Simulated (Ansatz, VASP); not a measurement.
# SrCl2 in VASP and in Ansatz

File POSCAR:

```
SrCl2
1.0
   -0.1666393458      3.4042037775      3.4042037775
    3.4042037775     -0.1666393458      3.4042037775
    3.4042037775      3.4042037775     -0.1666393458
Sr Cl
1 2
Direct
    0.0000000000      0.0000000000      0.0000000000
    0.2500000000      0.2500000000      0.2500000000
    0.7500000000      0.7500000000      0.7500000000
```

File INCAR.step1:

```
PREC = Accurate ; ENCUT = 520
ISMEAR = 0 ; SIGMA = 0.05
LREAL = False ; LASPH = True
NELM = 60 ; NBANDS = 19
GGA = PE ; ALGO = Normal
EDIFF = 1E-4 ; LWAVE = True
LCHARG = False
```

File INCAR.step2:

```
PREC = Accurate ; ENCUT = 520
EDIFF = 1E-6 ; ISMEAR = 0
SIGMA = 0.05 ; LREAL = False
LASPH = True ; NELM = 60
ALGO = Normal ; ISIF = 2
LWAVE = False ; LCHARG = False
METAGGA = R2SCAN ; LMIXTAU = True
NBANDS = 19 ; ISTART = 1
```

File KPOINTS:

```
regular mesh
0
Gamma
  6 6 6
```

Input for Ansatz:

```yaml
crystal:
  lattice:
    - [-0.1666393458, 3.4042037775, 3.4042037775]
    - [3.4042037775, -0.1666393458, 3.4042037775]
    - [3.4042037775, 3.4042037775, -0.1666393458]
  atoms:
    - { symbol: Sr, position: [0.0, 0.0, 0.0] }
    - { symbol: Cl, position: [0.25, 0.25, 0.25] }
    - { symbol: Cl, position: [0.75, 0.75, 0.75] }
basis:
  ecutwfc: 500
kpoints:
  mp_grid: { grid: [6, 6, 6] }
hamiltonian:
  xc: r2scan
scf:
  occupations: { method: gaussian, width: 0.05 }
output:
  forces: true
  stress: true
  eigenvalues: true
```

Alike in both runs: task single point; functional r2SCAN; k mesh 6 × 6 × 6; occupations gaussian, width 0.05 eV; no spin polarisation.

|  | VASP | Ansatz |
| --- | --- | --- |
| version | VASP 6.6.1 | Ansatz 0.2.0 |
| potentials or method | VASP PAW PBE potentials, release 64 (Sr_sv, Cl), cutoff 520 eV | scalar-relativistic, plane waves, PAW |
| valence electrons in the cell | 24 | 24 |

```tsv
	VASP	Ansatz	Ansatz less VASP
gap on the k mesh at the Fermi level (eV)	5.98	5.98	+0.001
least direct gap on the mesh (eV)	6.02	6.02	0.000
pressure (GPa)	0.8	0.7	-0.04
traceless stress, the component that is largest in VASP (GPa)	1.08	1.06	-0.022
rms of the force components (eV/Å)	0.146	0.142	-0.0042
```

VASP's potentials were made for PBE, not for r2SCAN. Atom by atom the forces differ by 0.004 eV/Å (rms over components). The functional is the same, so the differences come from potentials, cutoffs and numerics.
